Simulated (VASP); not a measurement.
# GaP (I-4m2) in VASP: G0W0 quasiparticle levels with PBE

Aim: the G0W0 quasiparticle levels of GaP with PBE.

All numbers are computed with VASP 6.6.1; they aren't measurements. Logs are shortened: lines on timing, memory, paths and dates and some standing lists are left out, and cuts for length are marked.

### Step 1. The cell of the first run

Symmetry: I-4m2, No. 119, tetragonal system. The conventional cell has a = 3.739 Å, b = 3.739 Å, c = 5.589 Å, α = 90.00°, β = 90.00°, γ = 90.00°. Ga (site symmetry -4m2) has 4 P at 2.33 Å within 3.1 Å. P (site symmetry -4m2) has 4 Ga at 2.33 Å within 3.1 Å.

### Step 2. G0W0 quasiparticle levels, PBE

POSCAR

```
GaP
1.0
    0.0000000000      2.6436373088      2.7943627968
    2.6436373088      0.0000000000      2.7943627968
    2.6436373088      2.6436373088      0.0000000000
Ga P
1 1
Direct
    0.0000000000      0.0000000000      0.0000000000
    0.2500000000      0.2500000000      0.2500000000
```

INCAR.step1

```
SYSTEM = GaP
PREC     = Accurate       ! precision mode
ENCUT    = 500            ! plane-wave cutoff, eV
EDIFF    = 1E-8           ! SCF threshold, eV
ISMEAR   = 0              ! smearing method
SIGMA    = 0.01           ! smearing width, eV
LREAL    = .FALSE.        ! projectors in reciprocal space
LASPH    = .TRUE.         ! aspherical terms in the spheres
NELM     = 100            ! most SCF steps
ALGO     = Normal         ! electronic algorithm
LWAVE    = .TRUE.         ! write WAVECAR
LCHARG   = .FALSE.        ! write CHGCAR
GGA      = PE             ! functional
```

INCAR.step2

```
SYSTEM = GaP
PREC     = Accurate       ! precision mode
ENCUT    = 500            ! plane-wave cutoff, eV
EDIFF    = 1E-8           ! SCF threshold, eV
ISMEAR   = 0              ! smearing method
SIGMA    = 0.01           ! smearing width, eV
LREAL    = .FALSE.        ! projectors in reciprocal space
LASPH    = .TRUE.         ! aspherical terms in the spheres
NELM     = 1              ! most SCF steps
ALGO     = Exact          ! electronic algorithm
LWAVE    = .TRUE.         ! write WAVECAR
LCHARG   = .FALSE.        ! write CHGCAR
GGA      = PE             ! functional
NBANDS   = 171            ! bands
LOPTICS  = .TRUE.         ! frequency-dependent dielectric function
ISTART   = 1
```

INCAR.step3

```
SYSTEM = GaP
PREC     = Accurate       ! precision mode
ENCUT    = 500            ! plane-wave cutoff, eV
EDIFF    = 1E-8           ! SCF threshold, eV
ISMEAR   = 0              ! smearing method
SIGMA    = 0.01           ! smearing width, eV
LREAL    = .FALSE.        ! projectors in reciprocal space
LASPH    = .TRUE.         ! aspherical terms in the spheres
ALGO     = EVGW0          ! electronic algorithm
LWAVE    = .FALSE.        ! write WAVECAR
LCHARG   = .FALSE.        ! write CHGCAR
GGA      = PE             ! functional
NELMGW   = 1            
NBANDS   = 171            ! bands
ENCUTGW  = 150.0          ! cutoff of the response function
NOMEGA   = 96             ! frequency points
PRECFOCK = Fast         
ISTART   = 1            
NBANDSGW = 17           
OMEGAMAX = 20
```

KPOINTS

```
regular mesh
0
G
  4 4 4
  0 0 0
```

Potentials or basis: VASP PAW PBE potentials, release 64 (Ga_d_GW, P_GW).

On the command line:

```bash
$ cat potpaw_PBE.64/Ga_d_GW/POTCAR potpaw_PBE.64/P_GW/POTCAR > POTCAR
$ cp INCAR.step1 INCAR
$ mpirun -np 1 vasp_std > vasp.out
$ cp INCAR.step2 INCAR
$ mpirun -np 1 vasp_std > vasp.out
$ cp INCAR.step3 INCAR
$ mpirun -np 1 vasp_std > vasp.out
```

OUTCAR:

```text
SYSTEM = GaP
   PREC = Accurate
   ENCUT = 500
   EDIFF = 1E-8
   ISMEAR = 0
   LREAL = .FALSE.
   LASPH = .TRUE.
   GGA = PE
   NELMGW = 1
   ENCUTGW = 150.0
   PRECFOCK = Fast
   ISTART = 1

 ion  position               nearest neighbor table
   1  0.000  0.000  0.000-   2 2.33   2 2.33   2 2.33   2 2.33
   2  0.250  0.250  0.250-   1 2.33   1 2.33   1 2.33   1 2.33

  LATTYP: Found a body centered tetragonal cell.
 ALAT       =     3.7386677361
 C/A-ratio  =     1.4948441499

  Lattice vectors:

 A1 = (  -2.6436373088,   0.0000000000,   2.7943627968)
 A2 = (   2.6436373088,   0.0000000000,   2.7943627968)
 A3 = (   0.0000000000,   2.6436373088,  -2.7943627968)

Analysis of symmetry for initial positions (statically):
=====================================================================
 Subroutine PRICEL returns:
 Original cell was already a primitive cell.

 Routine SETGRP: Setting up the symmetry group for a
 body centered tetragonal supercell.

 Subroutine GETGRP returns: Found  8 space group operations
 (whereof  8 operations were pure point group operations)
 out of a pool of 16 trial point group operations.

The static configuration has the point symmetry D_2d.

Analysis of symmetry for dynamics (positions and initial velocities):
=====================================================================
 Subroutine PRICEL returns:
 Original cell was already a primitive cell.

 Routine SETGRP: Setting up the symmetry group for a
 body centered tetragonal supercell.

 Subroutine GETGRP returns: Found  8 space group operations
 (whereof  8 operations were pure point group operations)
 out of a pool of 16 trial point group operations.

The dynamic configuration has the point symmetry D_2d.

 Subroutine INISYM returns: Found  8 space group operations
 (whereof  8 operations are pure point group operations),
 and found     1 'primitive' translations

----------------------------------------------------------------------------------------

                                     Primitive cell

  volume of cell :      39.0586

  direct lattice vectors                    reciprocal lattice vectors
     0.000000000  2.643637309  2.794362797    -0.189133357  0.189133357  0.178931669
     2.643637309  0.000000000  2.794362797     0.189133357 -0.189133357  0.178931669
     2.643637309  2.643637309  0.000000000     0.189133357  0.189133357 -0.178931669

  length of vectors
     3.846723497  3.846723497  3.738667736     0.321806457  0.321806457  0.321806457

  position of ions in fractional coordinates (direct lattice)
     0.000000000  0.000000000  0.000000000
     0.250000000  0.250000000  0.250000000

  ion indices of the primitive-cell ions
   primitive index   ion index
                 1           1
                 2           2

----------------------------------------------------------------------------------------

 KPOINTS: regular mesh

Automatic generation of k-mesh.
 Grid dimensions read from file:
 generate k-points for:    4    4    4

 Generating k-lattice:

  Cartesian coordinates                     Fractional coordinates (reciprocal lattice)
    -0.047283339  0.047283339  0.044732917     0.250000000  0.000000000  0.000000000
     0.047283339 -0.047283339  0.044732917     0.000000000  0.250000000  0.000000000
     0.047283339  0.047283339 -0.044732917    -0.000000000 -0.000000000  0.250000000

  Length of vectors
     0.080451614  0.080451614  0.080451614

  Shift w.r.t. Gamma in fractional coordinates (k-lattice)
     0.000000000  0.000000000  0.000000000

 Subroutine IBZKPT returns following result:
 ===========================================

 Found     13 irreducible k-points:

 Following reciprocal coordinates:
            Coordinates               Weight
  0.000000  0.000000  0.000000      1.000000
  0.250000  0.000000  0.000000      8.000000
  0.500000  0.000000  0.000000      4.000000
  0.250000  0.250000  0.000000      2.000000
  0.500000  0.250000  0.000000      8.000000
 -0.250000  0.250000  0.000000      4.000000
  0.500000  0.500000  0.000000      1.000000
  0.250000  0.000000  0.250000      4.000000
  0.500000 -0.000000  0.250000     16.000000
 -0.250000  0.000000  0.250000      8.000000
 -0.250000  0.500000  0.250000      4.000000
  0.500000  0.000000  0.500000      2.000000
 -0.250000  0.250000  0.500000      2.000000
   k-points           NKPTS =     13   k-points in BZ     NKDIM =     64   number of bands    NBANDS=    171
   number of dos      NEDOS =    301   number of ions     NIONS =      2
   total plane-waves  NPLWV =  21952
   dimension x,y,z NGX =    28 NGY =   28 NGZ =   28
   dimension x,y,z NGXF=    56 NGYF=   56 NGZF=   56
   ions per type =               1   1
   NGX,Y,Z   is equivalent  to a cutoff of  12.10, 12.10, 12.45 a.u.
   NGXF,Y,Z  is equivalent  to a cutoff of  24.20, 24.20, 24.90 a.u.
 SYSTEM =  GaP
   PREC   = accura    normal or accurate (medium, high low for compatibility)
   ISTART =      1    job   : 0-new  1-cont  2-samecut
   ICHARG =      0    charge: 1-file 2-atom 10-const
   ISPIN  =      1    spin polarized calculation?
   LNONCOLLINEAR =      F non collinear calculations
   LSORBIT =      F    spin-orbit coupling
   LASPH  =      T    aspherical Exc in radial PAW
   ENCUT  =  500.0 eV  36.75 Ry    6.06 a.u.   7.01  7.01  6.82*2*pi/ulx,y,z
   NELM   =     60;   NELMIN=  2; NELMDL=  0     # of ELM steps
   EDIFF  = 0.1E-07   stopping-criterion for ELM
   LREAL  =      F    real-space projection
   EDIFFG = 0.1E-06   stopping-criterion for IOM
   NSW    =      0    number of steps for IOM
   IBRION =     -1    ionic relax: 0-MD 1-quasi-New 2-CG
   NFREE  =      0    steps in history (QN), initial steepest desc. (CG)
   ISIF   =      0    stress and relaxation
   ISYM   =      3    0-nonsym 1-usesym 2-fastsym
   POTIM  = 0.5000    time-step for ionic-motion
   TEBEG  =    0.0;   TEEND  =   0.0 temperature during run
   PSTRESS=    0.0 pullay stress
   NELECT =      18.0000    total number of electrons
   NUPDOWN=      -1.0000    fix difference up-down
   EMIN   =  10.00;   EMAX   =-10.00  energy-range for DOS
   EFERMI =   0.00;   METHOD = LEGACY
   ISMEAR =     0;   SIGMA  =   0.01  broadening in eV -4-tet -1-fermi 0-gaus
   EFERMI_NEDOS =   21; number of points for ismear=-14 and -15
   IALGO  =     38    algorithm
   IMIX   =      4    mixing-type and parameters
     AMIX     =   0.40;   BMIX     =  1.00
     AMIX_MAG =   1.60;   BMIX_MAG =  1.00
  volume/ion in A,a.u.               =      19.53       131.79
  Fermi-wavevector in a.u.,A,eV,Ry     =   1.264523  2.389602 21.755975  1.599019
  Thomas-Fermi vector in A             =   2.397824
   LORBIT       =      0    0 simple, 1 ext, 2 COOP (PROOUT), +10 PAW based schemes
   GGA     = PE    functional components
   LHFCALC =     T    Hartree Fock is set to
   PRECFOCK=fast      Normal, Fast or Accurate (Low or Medium for compatibility)
   ENCUT4O =  -1.0   cutoff for four orbital integrals eV
   NKREDX  =     1    reduce k-point grid by
   NKREDY  =     1    reduce k-point grid by
   NKREDZ  =     1    reduce k-point grid by
   AEXX    =    1.0000 exact exchange contribution
   HFSCREEN=    0.0000 screening length (either q_TF or 0.3 A-1)
   HFSCREENC=   0.0000 screening length for correlation (either q_TF or 0.3 A-1)
   ENCUTFOCK=  -1.0 apply spherical cutoff to Coloumb kernel
   IVDW    =     0    specifies the selected vdW correction
   LEPSILON=     F    determine dielectric tensor
   LRPA    =     F    only Hartree local field effects (RPA)
   LRPAFORCE           =     F    calculate RPA forces
   ENCUTGW             = 150.0    cutoff for response function in eV
   ENCUTGWSOFT         = 120.0    soft cutoff for Coulomb kernel in GW response function in eV
   ENCUTLF             =  -1.0    cutoff for local field effects
   NELMGW              =     1    number of iterations in solving QP/BSE equation
   NELMHF              =     1    number of iterations in the inner HF iteration
   NKREDLFX            =     1    NKREDLFY  =   1   NKREDLFZ  =   1
 non-spin polarized calculation
 Gauss-broadening in eV      SIGMA  =   0.01
  energy-cutoff  :      500.00
  volume of cell :       39.06
 maximum number of plane-waves:      1014
  NGX = 16; NGY = 16; NGZ = 16
   NGX = 13   NGY = 13   NGZ = 13
 maximum number of plane-waves:       169

 QP shifts <psi_nk| G(iteration)W_0 |psi_nk>: iteration 1
 for sc-GW calculations column KS-energies equals QP-energies in previous step
 and V_xc(KS)=  KS-energies - (<T + V_ion + V_H > + <T+V_H+V_ion>^1  + <V_x>^1)

 k-point   1 :       0.0000    0.0000    0.0000
  band No.  KS-energies  QP-energies   sigma(KS)   V_xc(KS)     V^pw_x(r,r')   Z            occupation Imag(sigma)

      1      -9.9030     -12.2483     -25.0648     -21.6568     -34.9625       0.6882       2.0000       0.1687
      2      -9.8845     -12.2329     -25.0794     -21.6735     -34.9920       0.6895       2.0000       0.1713
      3      -9.8845     -12.2329     -25.0794     -21.6735     -34.9920       0.6895       2.0000       0.1713
      4      -9.7862     -12.1834     -25.2626     -21.8106     -35.1417       0.6944       2.0000       0.1371
      5      -9.7800     -12.1561     -25.2297     -21.7854     -35.1092       0.6898       2.0000       0.1386
      6      -8.0019      -8.5521     -12.2650     -11.4219     -18.8016       0.6526       2.0000       0.9942
[... 9 lines left out ...]
     16      15.0372      15.2655     -10.7471     -11.0549      -5.0441       0.7419       0.0000      -0.2697
     17      16.3575      16.1482      -8.5458      -8.2701      -2.5597       0.7591       0.0000      -0.4473

 k-point   2 :       0.2500    0.0000    0.0000
  band No.  KS-energies  QP-energies   sigma(KS)   V_xc(KS)     V^pw_x(r,r')   Z            occupation Imag(sigma)

      1      -9.9415     -12.2288     -24.7377     -21.4050     -34.5905       0.6863       2.0000       0.1950
      2      -9.8802     -12.2297     -25.1010     -21.6895     -35.0074       0.6887       2.0000       0.1686
      3      -9.8688     -12.2203     -25.1129     -21.7033     -35.0285       0.6897       2.0000       0.1697
      4      -9.7871     -12.1795     -25.2576     -21.8079     -35.1399       0.6935       2.0000       0.1371
      5      -9.7758     -12.1576     -25.2420     -21.7969     -35.1272       0.6914       2.0000       0.1383
      6      -7.1878      -7.7803     -12.6943     -11.8265     -19.0394       0.6827       2.0000       0.9236
[... 9 lines left out ...]
     16      14.8977      14.7595      -8.4651      -8.2826      -2.7126       0.7572       0.0000      -0.3194
     17      18.0900      18.0609      -9.2817      -9.2428      -2.9944       0.7502       0.0000      -0.5401

 k-point   3 :       0.5000    0.0000    0.0000
  band No.  KS-energies  QP-energies   sigma(KS)   V_xc(KS)     V^pw_x(r,r')   Z            occupation Imag(sigma)
[... 190 lines left out ...]
      1     -10.0198     -12.2626     -24.5290     -21.2477     -34.3684       0.6835       2.0000       0.2124
      2      -9.8301     -12.1908     -25.1100     -21.6813     -34.9684       0.6885       2.0000       0.1453
      3      -9.8220     -12.1964     -25.2206     -21.7993     -35.1542       0.6940       2.0000       0.1648
      4      -9.8169     -12.1928     -25.2537     -21.8242     -35.1806       0.6928       2.0000       0.1619
      5      -9.7536     -12.1479     -25.2873     -21.8429     -35.1884       0.6951       2.0000       0.1349
      6      -4.7714      -5.3371     -13.6278     -12.8129     -19.2903       0.6942       2.0000       0.6364
[... 9 lines left out ...]
     16      17.8818      18.0636     -11.1934     -11.4333      -4.7665       0.7580       0.0000      -0.5615
     17      18.1873      18.2543     -10.9508     -11.0402      -4.4991       0.7490       0.0000      -0.5750

 k-point  13 :      -0.2500    0.2500    0.5000
  band No.  KS-energies  QP-energies   sigma(KS)   V_xc(KS)     V^pw_x(r,r')   Z            occupation Imag(sigma)

      1      -9.9993     -12.2356     -24.5453     -21.2686     -34.3909       0.6825       2.0000       0.2125
      2      -9.8505     -12.2145     -25.1617     -21.7412     -35.0798       0.6911       2.0000       0.1650
      3      -9.8271     -12.1890     -25.1755     -21.7504     -35.0742       0.6896       2.0000       0.1558
      4      -9.8071     -12.1831     -25.2400     -21.7985     -35.1346       0.6904       2.0000       0.1453
      5      -9.7650     -12.1481     -25.2496     -21.8082     -35.1420       0.6925       2.0000       0.1369
      6      -4.6858      -5.2607     -13.8126     -12.9827     -19.4830       0.6927       2.0000       0.6246
[... 9 lines left out ...]
     16      19.2736      19.5449     -11.0363     -11.4009      -4.0177       0.7444       0.0000      -0.7026
     17      19.3639      19.4095     -10.4098     -10.4699      -3.7444       0.7595       0.0000      -0.6783
```

It took 2.8 min on 1 thread of Intel Xeon 6975P-C (Granite Rapids), shared host; peak memory 0.46 GiB.

Results:

* Quasiparticle gap: 1.81 eV
* Least direct quasiparticle gap: 2.88 eV
* Band gap of the starting levels on the mesh: 1.31 eV
* Least direct gap of the starting levels on the mesh: 1.97 eV

Caveat: the k points lie up to 0.51 Å⁻¹ apart; bands, screening cutoff and mesh are small and nothing is extrapolated, so the quasiparticle values aren't converged.
